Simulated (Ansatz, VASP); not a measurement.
Two plane-wave programs on CoW

The input INCAR:

```
SYSTEM = CoW
  ALGO = Fast
  EDIFF = 1E-6
  ENCUT = 520
  GGA = PE
  ISIF = 2
  ISMEAR = 0
  LASPH = .True.
  LCHARG = .True.
  LELF = .True.
  LREAL = .False.
  LVHAR = .True.
  LWAVE = .False.
  NBANDS = 18
  NELM = 60
  PREC = Accurate
  SIGMA = 0.1
```

The input KPOINTS:

```
k-points
0
Gamma
  20 20 20
  0 0 0
```

File POSCAR:

```
CoW
1.0
    0.0000000000      2.4378546309      2.4378546309
    2.4378546309      0.0000000000      2.4378546309
    2.4378546309      2.4378546309      0.0000000000
Co W
1 1
Direct
    0.0000000000      0.0000000000      0.0000000000
    0.5000000000      0.5000000000      0.5000000000
```

Input for Ansatz:

```yaml
crystal:
  lattice:
    - [0.0, 2.4378546309, 2.4378546309]
    - [2.4378546309, 0.0, 2.4378546309]
    - [2.4378546309, 2.4378546309, 0.0]
  atoms:
    - { symbol: Co, position: [0.0, 0.0, 0.0] }
    - { symbol: W, position: [0.5, 0.5, 0.5] }
basis:
  ecutwfc: 420
kpoints:
  mp_grid: { grid: [20, 20, 20] }
  band_path:
    path:
      - [[0.0, 0.0, 0.0], [0.5, 0.0, 0.5], [0.625, 0.25, 0.625]]
      - [[0.375, 0.375, 0.75], [0.0, 0.0, 0.0], [0.5, 0.5, 0.5], [0.5, 0.25, 0.75], [0.5, 0.0, 0.5]]
    npoints: 14
hamiltonian:
  xc: pbe
scf:
  occupations: { method: gaussian, width: 0.1 }
  n_extra_bands: 6
output:
  forces: true
  stress: true
  eigenvalues: true
  populations: true
  dos: { projected: true, de: 0.02, nscf_kmesh: { grid: [24, 24, 24] } }
  bader: true
  write_density: true
  write_potential: true
  elf: true
  volumetric_format: npy
```

Alike in both runs: task single point; functional PBE; k mesh 20 × 20 × 20; occupations gaussian, width 0.1 eV; no spin polarisation.

```csv
,VASP,Ansatz
version,VASP 6.6.1,Ansatz 0.2.0
potentials or method,"VASP PAW PBE potentials, release 64 (Co, W_sv), cutoff 520 eV","scalar-relativistic, plane waves, PAW"
valence electrons in the cell,23,31
```

```csv
,VASP,Ansatz,Ansatz less VASP
gap on the k mesh at the Fermi level (eV),none,none,-
pressure (GPa),0.0,0.0,-0.04
```

A gap of «none» marks a metal or a gap that the smearing closes. The functional is the same, so the differences come from potentials, cutoffs and numerics. VASP's potentials hold 23 valence electrons a cell and Ansatz's 31, so a difference there can come from the potentials and not from the codes.

Spin-orbit coupling is off throughout.
